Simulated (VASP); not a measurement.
Set up this calculation in VASP 6.6.1, as the native input.

```
Task                   : relaxation of cell and atoms
Functional             : RPBE
Potentials or basis    : VASP PAW PBE potentials, release 64 (Sn_d, Te)
Cutoff                 : 600 eV
k mesh                 : 5 × 5 × 5
Occupations            : fermi-dirac, width 0.05 eV
Spin                   : no spin polarisation
Dipole correction      : no
Further INCAR settings : ALGO = Normal; EDIFF = 1e-06; IBRION = 2; EDIFFG = -0.01; NSW = 80; ISIF = 3
```

The structure of SnTe lies in POSCAR:

```
SnTe
1.0
    0.0000000000      3.1508500000      3.1508500000
    3.1508500000      0.0000000000      3.1508500000
    3.1508500000      3.1508500000      0.0000000000
Sn Te
1 1
Direct
    0.0000000000      0.0000000000      0.0000000000
    0.5000000000      0.5000000000      0.5000000000
```

These files were run (other wordings do the same):

INCAR

```
SYSTEM = SnTe
  PREC = Accurate
  ENCUT = 600
  EDIFF = 1E-6
  ISMEAR = -1
  SIGMA = 0.05
  LREAL = .FALSE.
  LASPH = .TRUE.
  NELM = 80
  ALGO = Normal
  ISIF = 3
  LWAVE = .FALSE.
  LCHARG = .FALSE.
  GGA = RP
  IBRION = 2
  NSW = 80
  EDIFFG = -0.01
```

KPOINTS

```
regular mesh
0
G
  5 5 5
  0 0 0
```

Potentials or basis: VASP PAW PBE potentials, release 64 (Sn_d, Te).

Launch:

```bash
$ cat potpaw_PBE.64/Sn_d/POTCAR potpaw_PBE.64/Te/POTCAR > POTCAR
$ mpirun -np 1 vasp_std > vasp.out
```

It gave:

- Relaxed volume: 34.05 Å³/atom
- Relaxed cell: a = 4.584 Å, b = 4.584 Å, c = 4.584 Å, α = 60.00°, β = 60.00°, γ = 60.00°
- Space group after relaxing (to 0.1 Å): Fm-3m (No. 225)
- Energy gained by relaxing: 29.4 meV/atom
- Ionic steps: 3
- Pressure after relaxing: 0.0 GPa

Caveat: the PAW data sets were made with another functional, which shifts forces and pressure a little.

It took 26 s on 1 thread of AMD EPYC 7R43 64-Core Processor (Zen 3), on a shared host, peak memory 0.18 GiB.
